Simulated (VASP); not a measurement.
# Ga6N7 (a cell with a defect) in VASP: further runs

The runs below take Ga6N7 (a cell with a defect) through single point, with PBE.

Program: VASP 6.6.1. These are calculated values, not measurements. Logs are shortened: lines on timing, memory, paths and dates and some standing lists are left out, and cuts for length are marked.

## (1) The cell of the first run

The cell holds a defect, 13 atoms: a = 5.243 Å, b = 5.574 Å, c = 5.574 Å, α = 120.00°, β = 90.00°, γ = 90.00°.

## (2) Single point, PBE, collinear spin, ferromagnetic start

The input, INCAR:

```
SYSTEM = Ga6N7
  PREC = Accurate
  ENCUT = 520
  EDIFF = 1E-7
  ISMEAR = 0
  SIGMA = 0.02
  LREAL = .FALSE.
  LASPH = .TRUE.
  NELM = 150
  ALGO = Normal
  ISIF = 2
  LWAVE = .FALSE.
  LCHARG = .FALSE.
  ISPIN = 2
  MAGMOM = 0 0 0 0 0 0 0.17 0.17 0.17 0.19 0.19 0.19 1.59
  LORBIT = 11
  GGA = PE
  NBANDS = 72
```

The input, KPOINTS:

```
regular mesh
0
G
  3 3 3
  0 0 0
```

The input, POSCAR:

```
Ga6N7
1.0
    0.0000000000      0.0000000000      5.2431684095
    4.8275562239     -2.7871908853      0.0000000000
   -0.0000000001      5.5743817708      0.0000000000
Ga N
6 7
Direct
    0.4926830112      0.3280616375      0.3282490294
    0.4837706520      0.0000580004      0.6729995921
    0.4926574541      0.6721336531      1.0001747316
    0.9961108612     -0.0001269794      0.3264035653
    0.9940386409      0.6469884254      0.6712201274
    0.9943235832      0.3534660025      1.0246828178
    0.8580193594      0.3435007120      0.3570528779
    0.8581397065     -0.0008256765      0.6537608710
    0.8579783537      0.6561744397      1.0130907156
    0.3727139484      0.0000447431      0.3377821586
    0.3821590007      0.6508373708      0.6553325800
    0.3825742077      0.3493848485      1.0046002401
    0.0910308353      0.0003187948     -0.0453760557
```

Potentials or basis: VASP PAW PBE potentials, release 64 (Ga_d, N).

Launch:

```console
$ cat potpaw_PBE.64/Ga_d/POTCAR potpaw_PBE.64/N/POTCAR > POTCAR
$ mpirun -np 1 vasp_std > vasp.out
```

OUTCAR:

```text
SYSTEM = Ga6N7
   PREC = Accurate
   ENCUT = 520
   EDIFF = 1E-7
   ISMEAR = 0
   LREAL = .FALSE.
   LASPH = .TRUE.
   NELM = 150
   ISIF = 2
   ISPIN = 2
   LORBIT = 11
   GGA = PE

 ion  position               nearest neighbor table
   1  0.493  0.328  0.328-  11 1.90   7 1.92  12 1.95  10 1.96
   2  0.484  0.000  0.673-  10 1.96   8 1.97  12 1.97  11 1.97
   3  0.493  0.672  0.000-  12 1.90   9 1.92  11 1.95  10 1.96
   4  0.996  1.000  0.326-   8 1.96   7 1.97   9 1.97  10 1.98  13 2.13
   5  0.994  0.647  0.671-   7 1.86  13 1.88   9 2.01  11 2.04   8 2.14
   6  0.994  0.353  0.025-   9 1.86  13 1.88   7 2.01  12 2.04   8 2.15
   7  0.858  0.344  0.357-   5 1.86   1 1.92   4 1.97   6 2.01
   8  0.858  0.999  0.654-   4 1.96   2 1.97   5 2.14   6 2.15
   9  0.858  0.656  0.013-   6 1.86   3 1.92   4 1.97   5 2.01
  10  0.373  0.000  0.338-   2 1.96   3 1.96   1 1.96   4 1.98
  11  0.382  0.651  0.655-   1 1.90   3 1.95   2 1.97   5 2.04
  12  0.383  0.349  0.005-   3 1.90   1 1.95   2 1.97   6 2.04
  13  0.091  0.000  0.955-   6 1.88   5 1.88   4 2.13

  LATTYP: Found a hexagonal cell.
 ALAT       =     5.5743817707
 C/A-ratio  =     0.9405829427

  Lattice vectors:

 A1 = (   4.8275562239,  -2.7871908853,   0.0000000000)
 A2 = (  -0.0000000001,   5.5743817708,   0.0000000000)
 A3 = (   0.0000000000,   0.0000000000,   5.2431684095)

Analysis of symmetry for initial positions (statically):
=====================================================================
 Subroutine PRICEL returns:
 Original cell was already a primitive cell.

 Routine SETGRP: Setting up the symmetry group for a
 hexagonal supercell.

 Subroutine GETGRP returns: Found  1 space group operations
 (whereof  1 operations were pure point group operations)
 out of a pool of 24 trial point group operations.

The static configuration has the point symmetry C_1 .

Analysis of symmetry for dynamics (positions and initial velocities):
=====================================================================
 Subroutine PRICEL returns:
 Original cell was already a primitive cell.

 Routine SETGRP: Setting up the symmetry group for a
 hexagonal supercell.

 Subroutine GETGRP returns: Found  1 space group operations
 (whereof  1 operations were pure point group operations)
 out of a pool of 24 trial point group operations.

The dynamic configuration has the point symmetry C_1 .

Analysis of structural, dynamic, and magnetic symmetry:
=====================================================================
 Subroutine PRICEL returns:
 Original cell was already a primitive cell.

 Routine SETGRP: Setting up the symmetry group for a
 hexagonal supercell.

 Subroutine GETGRP returns: Found  1 space group operations
 (whereof  1 operations were pure point group operations)
 out of a pool of 24 trial point group operations.

The overall configuration has the point symmetry C_1 .

 Subroutine INISYM returns: Found  1 space group operations
 (whereof  1 operations are pure point group operations),
 and found     1 'primitive' translations

----------------------------------------------------------------------------------------

                                     Primitive cell

  volume of cell :     141.0970

  direct lattice vectors                    reciprocal lattice vectors
     0.000000000  0.000000000  5.243168409     0.000000000  0.000000000  0.190724372
     4.827556224 -2.787190885  0.000000000     0.207144144  0.000000000  0.000000000
    -0.000000000  5.574381771  0.000000000     0.103572072  0.179392091  0.000000000

  length of vectors
     5.243168409  5.574381771  5.574381771     0.190724372  0.207144144  0.207144144

  position of ions in fractional coordinates (direct lattice)
[... 83 lines left out ...]
   ICHARG =      2    charge: 1-file 2-atom 10-const
   ISPIN  =      2    spin polarized calculation?
   LNONCOLLINEAR =      F non collinear calculations
   LSORBIT =      F    spin-orbit coupling
   LASPH  =      T    aspherical Exc in radial PAW
   ENCUT  =  520.0 eV  38.22 Ry    6.18 a.u.   9.75 10.36 10.36*2*pi/ulx,y,z
   NELM   =    150;   NELMIN=  2; NELMDL= -5     # of ELM steps
   EDIFF  = 0.1E-06   stopping-criterion for ELM
   LREAL  =      F    real-space projection
   EDIFFG = 0.1E-05   stopping-criterion for IOM
   NSW    =      0    number of steps for IOM
   IBRION =     -1    ionic relax: 0-MD 1-quasi-New 2-CG
   NFREE  =      0    steps in history (QN), initial steepest desc. (CG)
   ISIF   =      2    stress and relaxation
   ISYM   =      2    0-nonsym 1-usesym 2-fastsym
   POTIM  = 0.5000    time-step for ionic-motion
   TEBEG  =    0.0;   TEEND  =   0.0 temperature during run
   PSTRESS=    0.0 pullay stress
   NELECT =     113.0000    total number of electrons
   NUPDOWN=      -1.0000    fix difference up-down
   EMIN   =  10.00;   EMAX   =-10.00  energy-range for DOS
   EFERMI =   0.00;   METHOD = LEGACY
   ISMEAR =     0;   SIGMA  =   0.02  broadening in eV -4-tet -1-fermi 0-gaus
   EFERMI_NEDOS =   21; number of points for ismear=-14 and -15
   IALGO  =     38    algorithm
   IMIX   =      4    mixing-type and parameters
     AMIX     =   0.40;   BMIX     =  1.00
     AMIX_MAG =   1.60;   BMIX_MAG =  1.00
  volume/ion in A,a.u.               =      10.85        73.24
  Fermi-wavevector in a.u.,A,eV,Ry     =   1.520297  2.872944 31.447175  2.311302
  Thomas-Fermi vector in A             =   2.629166
   LORBIT       =     11    0 simple, 1 ext, 2 COOP (PROOUT), +10 PAW based schemes
   GGA     = PE    functional components
   LHFCALC =     F    Hartree Fock is set to
   AEXX    =    0.0000 exact exchange contribution
   IVDW    =     0    specifies the selected vdW correction
   LEPSILON=     F    determine dielectric tensor
   LRPA    =     F    only Hartree local field effects (RPA)
 spin polarized calculation
 Gauss-broadening in eV      SIGMA  =   0.02
  energy-cutoff  :      520.00
  volume of cell :      141.10
 maximum number of plane-waves:      3817
 NGX is ok and might be reduce to    40
   NGX = 19   NGY = 21   NGZ = 21

 number of electron     113.0000038 magnetization       1.7494387

 Free energy of the ion-electron system (eV)
  ---------------------------------------------------
  ext. energy  EPLUGINS =         0.00000000
  ---------------------------------------------------
  free energy    TOTEN  =       -73.33659620 eV

  energy without entropy =      -73.33542320  energy(sigma->0) =      -73.33600970

 E-fermi :   6.4491     XC(G=0): -11.8447

 val. band max:        6.4434536575   @ k =   0.0000   0.0000   0.3333
 cond. band min:       6.4694381294   @ k =   0.3333   0.0000   0.3333
 fundamental gap:      0.0259844719
 Fermi energy:         6.4491474161

 spin component 1

 k-point     1 :       0.0000    0.0000    0.0000
  band No.  band energies     occupation
      1     -11.5548      1.00000
      2      -9.7301      1.00000
      3      -9.6348      1.00000
      4      -9.5571      1.00000
      5      -9.4332      1.00000
      6      -9.3953      1.00000
[... 983 lines left out ...]
     67      12.9609      0.00000
     68      13.2546      0.00000
 Fermi energy:         6.4491474161

 spin component 2

 k-point     1 :       0.0000    0.0000    0.0000
  band No.  band energies     occupation
      1     -11.0797      1.00000
      2      -9.6312      1.00000
      3      -9.5213      1.00000
      4      -9.4044      1.00000
      5      -9.3591      1.00000
      6      -9.3046      1.00000
[... 983 lines left out ...]
     67      13.0516      0.00000
     68      13.3555      0.00000
 [bands above 68 left out]

------------------------ aborting loop because EDIFF is reached ----------------------------------------

  FORCE on cell =-STRESS in cart. coord.  units (eV):
  Direction    XX          YY          ZZ          XY          YZ          ZX
  --------------------------------------------------------------------------------------
  -------------------------------------------------------------------------------------
  Total       17.6207267      7.9990769     11.3148959     -0.0153495     -3.0787905      0.0373576
  in kB      200.0859254     90.8306865    128.4822958     -0.1742963    -34.9601155      0.4242006
  external PRESSURE =     139.7996359 kB  Pullay stress =       0.0000000 kB

 VOLUME and BASIS-vectors are now :
 -----------------------------------------------------------------------------
  energy-cutoff  :      520.00
  volume of cell :      141.10
      direct lattice vectors                 reciprocal lattice vectors
     0.000000000  0.000000000  5.243168409     0.000000000  0.000000000  0.190724372
     4.827556224 -2.787190885  0.000000000     0.207144144  0.000000000  0.000000000
    -0.000000000  5.574381771  0.000000000     0.103572072  0.179392091  0.000000000

 POSITION                                       TOTAL-FORCE (eV/Angst)
 -----------------------------------------------------------------------------------
      1.58374      0.91541      2.58322         0.029594     -0.000328      0.011999
      0.00028      3.75139      2.53649        -0.000610      0.029786     -0.024068
      3.24476     -1.87239      2.58309        -0.029956      0.000751      0.012247
      4.82694     -0.96734      5.22278         0.000121      0.002278     -0.006626
      3.12337      1.93836      5.21191        -0.037873      0.022295      0.009858
      1.70638     -0.84759      5.21341         0.024571      0.017451      0.006175
      1.65827      1.03295      4.49874         0.014948      0.034248     -0.011094
      4.82357      0.85942      4.49937         0.008296      0.058967      0.092733
      3.16772     -1.75591      4.49853        -0.010163      0.039441     -0.010439
      0.00022      1.88280      1.95420         0.001069     -0.014177     -0.003474
      3.14195      1.83907      2.00372        -0.027647     -0.017732      0.028433
      1.68667     -0.94816      2.00590         0.028070     -0.016872      0.026713
      0.00154      5.32055      0.47729        -0.000420     -0.156109     -0.132457
 -----------------------------------------------------------------------------------
    total drift:                               -0.000032     -0.000124     -0.000065

  FREE ENERGIE OF THE ION-ELECTRON SYSTEM (eV)
  ---------------------------------------------------
  free  energy   TOTEN  =       -73.3365961979 eV

  energy  without entropy=      -73.3354232031  energy(sigma->0) =      -73.33600970

 total charge

# of ion       s       p       d       tot
------------------------------------------
    1        0.794   0.919  10.192  11.905
    2        0.783   0.851  10.164  11.798
    3        0.794   0.920  10.192  11.905
    4        0.771   0.874  10.186  11.831
    5        0.783   0.907  10.224  11.914
    6        0.784   0.906  10.223  11.912
    7        1.245   2.512   0.000   3.757
    8        1.263   2.381   0.000   3.644
    9        1.245   2.512   0.000   3.757
   10        1.233   2.494   0.000   3.726
   11        1.240   2.493   0.000   3.733
   12        1.240   2.493   0.000   3.733
   13        1.356   2.284   0.000   3.640
--------------------------------------------------
tot         13.530  22.546  61.180  97.257

 magnetization (x)

# of ion       s       p       d       tot
------------------------------------------
    1        0.001   0.011   0.006   0.017
    2        0.003   0.004   0.004   0.011
    3        0.001   0.010   0.006   0.017
    4       -0.002   0.005   0.015   0.017
    5       -0.004  -0.003   0.024   0.017
    6       -0.004  -0.003   0.024   0.017
    7        0.008   0.105   0.000   0.113
    8        0.017   0.104   0.000   0.121
    9        0.008   0.104   0.000   0.112
   10        0.005   0.011   0.000   0.016
   11        0.007   0.087   0.000   0.094
   12        0.007   0.087   0.000   0.094
   13        0.020   0.719   0.000   0.739
--------------------------------------------------
tot          0.066   1.241   0.078   1.384
```

Wall time 6 min (1 thread of AMD EPYC 7R13 (Zen 3), shared host); peak memory 0.38 GiB.

What came out:

```yaml
Free_energy: -73.3366 eV
Pressure: 14.0 GPa
Largest_force: 0.205 eV/Å
Net_moment: 1.75 μB per cell
Site_moments: Ga +0.02, +0.01 (each value once); N +0.11, +0.12, +0.02, +0.09, +0.74 (each value once) μB
Valence_electrons_inside_the_program's_atomic_spheres: Ga 11.90, 11.80, 11.83, 11.91 (each value once); N 3.76, 3.64, 3.73 (each value once)
```

Forces on the atoms (eV/Å):
```
Ga   0.030  0.000  0.012
Ga  -0.001  0.030 -0.024
Ga  -0.030  0.001  0.012
Ga   0.000  0.002 -0.007
Ga  -0.038  0.022  0.010
Ga   0.025  0.017  0.006
N    0.015  0.034 -0.011
N    0.008  0.059  0.093
N   -0.010  0.039 -0.010
N    0.001 -0.014 -0.003
N   -0.028 -0.018  0.028
N    0.028 -0.017  0.027
N    0.000 -0.156 -0.132
```

Levels at points of the mesh, in eV from the Fermi level:
Spin up:
```csv
k point,band 54,band 55,band 56,band 57,band 58,band 59,band 60,band 61
"(0.00, 0.00, 0.00)",-1.27,-1.13,-0.46,-0.42,0.23,1.16,3.97,4.01
```
Spin down:
```csv
k point,band 54,band 55,band 56,band 57,band 58,band 59
"(0.00, 0.00, 0.00)",-1.09,-0.96,0.18,0.64,0.99,1.30
```

Caveat: the k points lie up to 0.43 Å⁻¹ apart.

## (3) Single point, PBE, collinear spin, ferromagnetic start

The input, INCAR:

```
ALGO = Normal ; EDIFF = 1E-6
ENCUT = 520 ; GGA = PE
ISIF = 2 ; ISMEAR = 0
ISPIN = 2 ; LASPH = T
LCHARG = T ; LELF = T
LORBIT = 11 ; LREAL = F
LVHAR = T ; LWAVE = F
MAGMOM = 0 0 0 0 0 0 0.17 0.17 0.17 0.19 0.19 0.19 1.59 ; NBANDS = 72
NELM = 150 ; PREC = Accurate
SIGMA = 0.02
```

The input, KPOINTS:

```
k-points
0
Gamma
  3 3 3
```

The input, POSCAR:

```
Ga6N7
1.0
    0.0000000000      0.0000000000      5.2431684095
    4.8275562239     -2.7871908853      0.0000000000
   -0.0000000001      5.5743817708      0.0000000000
Ga N
6 7
Direct
    0.5124971754      0.3613194584      0.3324175446
    0.5132783824      0.0274731135      0.6682069806
    0.4417924085      0.6879006367      1.0003251686
    1.0300084945      0.0753890754      0.3754266984
    1.0283343160      0.7002712849      0.6316181574
    0.9997926045      0.3114387343      0.9979519578
    0.8805845320      0.3683745808      0.3481281609
    0.8807579004      0.0138465503      0.6502825116
    0.8201817421      0.6063303801      0.9875705926
    0.3993274365      0.0448270284      0.3528869327
    0.3958343196      0.6919768191      0.6484449096
    0.3687131233      0.3403146279      0.9993459469
    0.0266527773     -0.2295596257      0.0073433262
```

Potentials or basis: VASP PAW PBE potentials, release 64 (Ga_d, N).

Launch:

```console
$ cat potpaw_PBE.64/Ga_d/POTCAR potpaw_PBE.64/N/POTCAR > POTCAR
$ mpirun -np 1 vasp_std > vasp.out
```

Wall time 4.8 min (1 thread of AMD EPYC 7R13 (Zen 3), shared host); peak memory 0.37 GiB.

It converged, with:

- Free energy: -76.9131 eV
- Pressure: 15.4 GPa
- Largest force: 1.273 eV/Å
- Band gap on the k mesh: zero (filled and empty bands overlap)
- Net moment: 1.00 μB per cell
- Site moments: Ga +0.00, -0.00, +0.04 (each value once); N +0.02, +0.01, +0.40, +0.03, +0.04, +0.00, +0.17 μB
- Valence electrons inside the program's atomic spheres: Ga 11.92, 11.93, 11.77, 11.99, 11.95 (each value once); N 3.79, 3.80, 3.73, 3.76, 3.77, 3.74, 3.82

Forces on the atoms (eV/Å):
```
Ga   0.046  0.003  0.143
Ga   0.044 -0.065  0.091
Ga  -0.008  0.032  0.030
Ga   0.118 -0.050  0.161
Ga  -0.006 -0.099  0.278
Ga  -0.042  0.071  0.126
N    0.082  0.034  0.147
N    0.214 -0.119  0.068
N   -0.092  0.278 -0.070
N    0.068 -0.081  0.065
N    0.072 -0.021  0.134
N   -0.072  0.055  0.025
N   -0.423 -0.037 -1.200
```

Stress tensor (GPa, compression positive):
```
20.16 -2.82  1.91
-2.82 14.81 -1.09
 1.91 -1.09 11.38
```

Levels at points of the mesh, in eV from the Fermi level:
Spin up:
```
           k point  band 54  band 55  band 56  band 57  band 58  band 59  band 60  band 61
(0.00, 0.00, 0.00)    -1.62    -1.60    -0.68    -0.58     1.18     3.76     4.28     5.03
```
Spin down:
| k point | band 53 | band 54 | band 55 | band 56 | band 57 | band 58 | band 59 | band 60 |
| --- | --- | --- | --- | --- | --- | --- | --- | --- |
| (0.00, 0.00, 0.00) | -1.64 | -1.56 | -1.49 | -0.39 | 0.45 | 1.24 | 3.83 | 4.38 |

Caveat: the k points lie up to 0.43 Å⁻¹ apart.

## (4) Single point, PBE, collinear spin, ferromagnetic start

The input, INCAR:

```
SYSTEM = Ga6N7
  PREC = Accurate
  ENCUT = 520
  EDIFF = 1E-6
  ISMEAR = 0
  SIGMA = 0.02
  LREAL = .False.
  LASPH = .True.
  NELM = 150
  ALGO = Normal
  ISIF = 2
  LWAVE = .False.
  LCHARG = .False.
  ISPIN = 2
  MAGMOM = 0 0 0 0 0 0 0.17 0.17 0.17 0.19 0.19 0.19 1.59
  LORBIT = 11
  GGA = PE
  NBANDS = 72
```

The input, KPOINTS:

```
Automatic mesh
0
Gamma
  3 3 3
  0 0 0
```

The input, POSCAR:

```
Ga6N7
1.0
    0.0000000000      0.0000000000      5.2431684095
    4.8275562239     -2.7871908853      0.0000000000
   -0.0000000001      5.5743817708      0.0000000000
Ga N
6 7
Direct
    0.5090637553      0.3336008791      0.3635467416
    0.4292806990     -0.0000368716      0.6854025054
    0.5091472925      0.6664419534      1.0298951838
    0.9926337652     -0.0000509575      0.3102570012
    1.0249861496      0.6312539634      0.7038533517
    1.0250506145      0.3692893293      1.0730881197
    0.8766311972      0.3519001999      0.3711536301
    0.7971969759     -0.0009889061      0.6014836923
    0.8766754453      0.6481498827      1.0189168376
    0.3586602323     -0.0000331431      0.3380022577
    0.3912658987      0.6517566765      0.6955385238
    0.3914591025      0.3482670987      1.0437752781
   -0.0091852857      0.0004729101     -0.2349333008
```

Launch:

```console
$ cat potpaw_PBE.64/Ga_d/POTCAR potpaw_PBE.64/N/POTCAR > POTCAR
$ mpirun -np 1 vasp_std > vasp.out
```

Wall time 13 min (1 thread of Intel Xeon 8259CL, shared host); peak memory 0.41 GiB.

The run converged. Its results:

| Quantity | Value |
| --- | --- |
| Free energy | -77.0631 eV |
| Pressure | 15.5 GPa |
| Largest force | 0.147 eV/Å |
| Band gap on the k mesh | zero (filled and empty bands overlap) |
| Net moment | 1.00 μB per cell |
| Site moments | Ga +0.00, -0.00, +0.05 (each value once); N +0.02, +0.41, +0.00, +0.03, +0.15 (each value once) μB |
| Valence electrons inside the program's atomic spheres | Ga 11.90, 11.79, 11.96, 12.00 (each value once); N 3.80, 3.76, 3.75, 3.83 (each value once) |

Forces in eV/Å, atoms in the order of the input:
```
Ga   0.013  0.016  0.030
Ga   0.004 -0.003 -0.011
Ga  -0.014  0.017  0.026
Ga   0.001 -0.010  0.006
Ga  -0.010  0.048  0.036
Ga   0.002  0.043  0.029
N    0.017  0.007  0.037
N    0.021 -0.105 -0.101
N   -0.018  0.016  0.032
N    0.001 -0.014 -0.004
N   -0.006  0.027  0.017
N    0.005  0.031  0.012
N   -0.017 -0.073 -0.107
```

Stress tensor (GPa, compression positive):
```
12.67  0.05  0.00
 0.05 21.57  3.04
 0.00  3.04 12.34
```

Levels at points of the mesh, in eV from the Fermi level:
Spin up:
| k point | band 54 | band 55 | band 56 | band 57 | band 58 | band 59 | band 60 | band 61 |
| --- | --- | --- | --- | --- | --- | --- | --- | --- |
| (0.00, 0.00, 0.00) | -1.72 | -1.69 | -0.78 | -0.55 | 1.16 | 3.82 | 4.28 | 4.76 |
Spin down:
| k point | band 53 | band 54 | band 55 | band 56 | band 57 | band 58 | band 59 | band 60 |
| --- | --- | --- | --- | --- | --- | --- | --- | --- |
| (0.00, 0.00, 0.00) | -1.74 | -1.65 | -1.60 | -0.36 | 0.36 | 1.23 | 3.89 | 4.39 |

Caveat: the k points lie up to 0.43 Å⁻¹ apart.

## (5) The runs side by side

```tsv
cell	gap on the mesh (eV)	pressure (GPa)	moment (μB)	largest force (eV/Å)
as given, atomic positions A	none	14.0	1.75	0.20
as given, atomic positions B	none	15.4	1.00	1.27
as given, atomic positions C	none	15.5	1.00	0.15
```

Alike in all rows: task single point; level PBE; potentials or basis VASP PAW PBE potentials, release 64 (Ga_d, N); spin collinear, ferromagnetic start; k mesh 3 × 3 × 3; cutoff (eV) 520; smearing gaussian 0.02 eV.

Caveats: all runs use coarse meshes.

Absolute energies hang on the potentials; compare differences alone.
